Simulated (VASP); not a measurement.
Ta9Al:

```
CELL_PARAMETERS angstrom
-4.96387 4.96387 -1.65462
-4.96387 -1.65462 4.96387
1.65462 4.96387 4.96387
ATOMIC_POSITIONS crystal
Al 0.20035 0.20038 0.19662
Al 0.30142 0.79914 0.29974
Ta 0.00101 0.00402 0.00025
Ta 0.50301 0.50434 0.00062
Ta 0.59875 0.10181 0.09930
Ta 0.09914 0.60069 0.10312
Ta 0.69972 0.69905 0.20267
Ta 0.79872 0.30448 0.30322
Ta 0.40035 0.40132 0.40415
Ta 0.49818 0.99910 0.50096
Ta 0.00228 0.50414 0.49631
Ta 0.10035 0.09692 0.60235
Ta 0.89940 0.89775 0.40197
Ta 0.59812 0.60272 0.59867
Ta 0.69586 0.19881 0.69963
Ta 0.20051 0.70978 0.69806
Ta 0.29827 0.29695 0.79817
Ta 0.80070 0.80296 0.79552
Ta 0.90349 0.40092 0.90354
Ta 0.39435 0.90060 0.90342
```

| Quantity | Value |
| --- | --- |
| Program | VASP 6.6.1 |
| Task | relaxation of cell and atoms |
| Functional | PBE |
| Potentials or basis | VASP PAW PBE potentials, release 64 (Al, Ta_pv) |
| Cutoff | 600 eV |
| k mesh | 2 × 2 × 2, shifted |
| Occupations | gaussian, width 0.1 eV |
| Spin | no spin polarisation |

At the start: pressure -1.0 GPa; volume 18.12 Å³/atom.

Task: How do energy, volume and symmetry change on relaxing?

Result: Over 11 steps the energy falls by 12.5 meV/atom and the volume is 18.04 Å³/atom (-0.4 %); space group P-1 (No. 2, to 0.1 Å) before, C2/m (No. 12, to 0.1 Å).

Step by step:
```
step  energy change (eV)  largest force (eV/Å)  pressure (GPa)  volume (Å³)
   1              0.0000                0.6128           -0.97       362.40
   2             -0.1940                0.3271            1.95       356.63
   3             -0.1943                0.3164            2.09       356.37
   4             -0.1761                0.2366           -2.53       365.58
   5             -0.2364                0.1784           -0.09       360.53
   6             -0.2445                0.0930           -0.06       360.53
   7             -0.2468                0.0635           -0.04       360.52
   8             -0.2468                0.0622           -0.04       360.52
   9             -0.2486                0.0492            0.10       360.28
  10             -0.2490                0.0416            0.21       360.10
  11             -0.2496                0.0340           -0.15       360.81
```

Final structure:
```cif
data_structure
_symmetry_space_group_name_H-M 'P 1'
_symmetry_Int_Tables_number 1
_cell_length_a 7.2190
_cell_length_b 7.2327
_cell_length_c 7.2200
_cell_angle_alpha 79.450
_cell_angle_beta 80.310
_cell_angle_gamma 79.480
_cell_volume 360.81
loop_
_atom_site_label
_atom_site_type_symbol
_atom_site_fract_x
_atom_site_fract_y
_atom_site_fract_z
_atom_site_occupancy
Al1 Al 0.19844 0.20252 0.19879 1
Al2 Al 0.30108 0.79922 0.30195 1
Ta1 Ta 0.99997 0.99990 0.00072 1
Ta2 Ta 0.49889 0.50131 0.00160 1
Ta3 Ta 0.60116 0.10258 0.09955 1
Ta4 Ta 0.10079 0.60485 0.10140 1
Ta5 Ta 0.69945 0.70248 0.19789 1
Ta6 Ta 0.80050 0.30024 0.30319 1
Ta7 Ta 0.39913 0.39737 0.39946 1
Ta8 Ta 0.49893 0.00262 0.49975 1
Ta9 Ta 0.00076 0.50164 0.49965 1
Ta10 Ta 0.09853 0.10293 0.60171 1
Ta11 Ta 0.89800 0.89976 0.40116 1
Ta12 Ta 0.59793 0.60369 0.59871 1
Ta13 Ta 0.69890 0.20056 0.69975 1
Ta14 Ta 0.19711 0.70259 0.70001 1
Ta15 Ta 0.30237 0.30031 0.80089 1
Ta16 Ta 0.80030 0.80219 0.80107 1
Ta17 Ta 0.90151 0.39904 0.90239 1
Ta18 Ta 0.40020 0.90009 0.89865 1
```

Caveat: the k points lie up to 0.45 Å⁻¹ apart in the final cell.
